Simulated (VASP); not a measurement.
Here is a VASP 6.6.1 calculation.

The input INCAR:

```
PREC     = Accurate       # precision mode
ENCUT    = 520            # plane-wave cutoff, eV
EDIFF    = 1E-6           # SCF threshold, eV
ISMEAR   = 0              # smearing method
SIGMA    = 0.01           # smearing width, eV
LREAL    = False          # projectors in reciprocal space
LASPH    = True           # aspherical terms in the spheres
NELM     = 80             # most SCF steps
ALGO     = Normal         # electronic algorithm
ISIF     = 2              # what is computed and relaxed
LWAVE    = False          # write WAVECAR
LCHARG   = True           # write CHGCAR
GGA      = PE             # functional
LELF     = True           # ELF
LVHAR    = True         
NBANDS   = 16             # bands
```

KPOINTS

```
Automatic mesh
0
Gamma
  8 8 8
```

The input POSCAR:

```
InP
1.0
    0.0000000000      2.9537876420      2.9537876420
    2.9537876420      0.0000000000      2.9537876420
    2.9537876420      2.9537876420      0.0000000000
In P
1 1
Direct
    0.0000000000      0.0000000000      0.0000000000
    0.2500000000      0.2500000000      0.2500000000
```

Potentials or basis: VASP PAW PBE potentials, release 64 (In_d, P).

The run is started by

```bash
$ cat potpaw_PBE.64/In_d/POTCAR potpaw_PBE.64/P/POTCAR > POTCAR
$ mpirun -np 1 vasp_std > vasp.out
```

(1) Predict the pressure.

(2) Predict the band gap on the k mesh.

## Answers

(1) 1.6 GPa.

(2) 0.58 eV, direct.

Caveat: spin-orbit coupling is left out, which moves the levels of the heavy elements.
